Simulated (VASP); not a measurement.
Input of a VASP 6.6.1 run:

File INCAR:

```
SYSTEM = Al3GaSb4
  ALGO = Normal
  EDIFF = 1E-6
  ENCUT = 520
  GGA = PE
  ISIF = 2
  ISMEAR = 0
  LASPH = .True.
  LCHARG = .True.
  LELF = .True.
  LREAL = .False.
  LVHAR = .True.
  LWAVE = .False.
  NBANDS = 31
  NELM = 100
  PREC = Accurate
  SIGMA = 0.1
```

File KPOINTS:

```
k-points
0
Gamma
  6 6 1
  0 0 0
```

POSCAR

```
Al3GaSb4
1.0
    4.3918951617     -0.0017229510      0.0003209504
   -2.1974707299      3.8011611191     -0.0016478419
    0.0016082053     -0.0059766537     14.4241837990
Al Ga Sb
3 1 4
Direct
   -0.0009353677     -0.0017796830      0.2503446796
    0.6673032680      0.3349476655      0.9998453696
    0.6668201749      0.3339240183      0.5002294955
    0.0002295779     -0.0001729377      0.7501727897
   -0.0000054502      0.0006109296      0.4373499618
    0.0006062964      0.0017192629      0.9372090963
    0.6657645590      0.3312597698      0.1875244117
    0.6668836086      0.3328243079      0.6875241958
```

Potentials or basis: VASP PAW PBE potentials, release 64 (Al, Ga_d, Sb).

The run is started by

```bash
$ cat potpaw_PBE.64/Al/POTCAR potpaw_PBE.64/Ga_d/POTCAR potpaw_PBE.64/Sb/POTCAR > POTCAR
$ mpirun -np 1 vasp_std > vasp.out
```

Q: Estimate the pressure.

A: 0.1 GPa.

Q: Predict the largest force.

A: 0.018 eV/Å.

Forces in eV/Å, atoms in the order of the input:
```
Al   0.000  0.002 -0.005
Al   0.001 -0.003 -0.006
Al  -0.001 -0.001 -0.009
Ga   0.000  0.000  0.018
Sb   0.001 -0.001  0.017
Sb  -0.001 -0.003  0.009
Sb   0.000  0.004 -0.016
Sb  -0.001  0.002 -0.008
```

Caveat: the k points lie up to 0.44 Å⁻¹ apart.
